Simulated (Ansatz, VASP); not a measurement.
# One calculation of SiC, two programs

```xyz
8
Lattice="3.0219 0.0000 0.0000 -1.5110 2.6170 0.0000 0.0000 0.0000 10.3993" Properties=species:S:1:pos:R:3 pbc="T T T"
Si    1.5110    0.8723    9.7529
Si    0.0000    1.7447    4.5533
Si    0.0000    0.0000    7.1537
Si    0.0000    0.0000    1.9540
C     1.5110    0.8723    7.7975
C     0.0000    1.7447    2.5978
C     0.0000    0.0000    5.2043
C     0.0000    0.0000    0.0047
```

Alike in both runs: task single point; functional PBE; k mesh 12 × 12 × 4; occupations gaussian, width 0.05 eV; no spin polarisation.

|  | VASP | Ansatz |
| --- | --- | --- |
| version | VASP 6.6.1 | Ansatz 0.2.0 |
| potentials or method | VASP PAW PBE potentials, release 64 (Si, C), cutoff 520 eV | scalar-relativistic, plane waves, PAW |
| valence electrons in the cell | 32 | 32 |

Ansatz gave:

| Quantity | Value |
| --- | --- |
| gap on the k mesh at the Fermi level (eV) | 1.97 |
| least direct gap on the mesh (eV) | 3.25 |
| pressure (GPa) | 5.5 |
| traceless stress, the component that is largest in VASP (GPa) | -18.10 |
| rms of the force components (eV/Å) | 0.227 |

Estimate VASP's values.

gap on the k mesh at the Fermi level (eV): 1.97; least direct gap on the mesh (eV): 3.24; pressure (GPa): 5.4; traceless stress, the component that is largest in VASP (GPa): -18.17; rms of the force components (eV/Å): 0.226.

Atom by atom the forces differ by 0.001 eV/Å (rms over components).
